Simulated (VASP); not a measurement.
## SnSe: single point with PBE+D3(BJ)

SnSe:

```
CELL_PARAMETERS angstrom
0.00000 3.47479 2.25861
3.47479 0.00000 2.25861
3.47479 3.47479 0.00000
ATOMIC_POSITIONS crystal
Sn 0.00000 0.00000 0.00000
Se 0.50000 0.50000 0.50000
```

This cell differs from its parent crystal: ratio of the length along z to the lengths across it x 0.65, volume and fractional coordinates fixed.

```json
{
 "Program": "VASP 6.6.1",
 "Task": "single point",
 "Functional": "PBE",
 "Dispersion": "D3(BJ)",
 "Potentials or basis": "VASP PAW PBE potentials, release 64 (Sn_d, Se)",
 "Cutoff": "520 eV",
 "k mesh": "12 × 12 × 12",
 "Occupations": "gaussian, width 0.05 eV",
 "Spin": "no spin polarisation",
 "Dipole correction": "no",
 "Further INCAR settings": "ALGO = Normal; EDIFF = 1e-06; NBANDS = 17"
}
```

```
Pressure                   : 24.4 GPa
Band gap on the k mesh     : zero (bands 10 and 11 overlap by 1.77 eV)
Dispersion energy per atom : -0.385 eV
```

Stress tensor (GPa, compression positive):
```
-1.08  0.00  0.00
 0.00 -1.08  0.00
 0.00  0.00 75.49
```

Levels at points of the mesh, in eV from the Fermi level:
| k point | band 8 | band 9 | band 10 | band 11 | band 12 | band 13 |
| --- | --- | --- | --- | --- | --- | --- |
| (0.00, 0.00, 0.00) | -4.26 | -2.85 | -2.85 | 2.22 | 2.22 | 4.01 |
| (0.50, 0.00, 0.00) | -3.36 | -3.32 | -1.24 | -0.49 | 3.25 | 4.62 |
| (0.50, 0.50, 0.00) | -5.52 | -5.52 | -5.35 | 1.66 | 4.36 | 4.36 |
| (0.50, 0.00, 0.50) | -6.45 | -4.69 | -2.68 | 1.79 | 3.92 | 4.20 |

Run time: 3.3 min on 1 thread of Intel Xeon 8259CL (shared host), peak memory 0.31 GiB.

Caveat: the stress differs along the axes, from -1 to 75 GPa; spin-orbit coupling is left out, which moves the levels of the heavy elements.
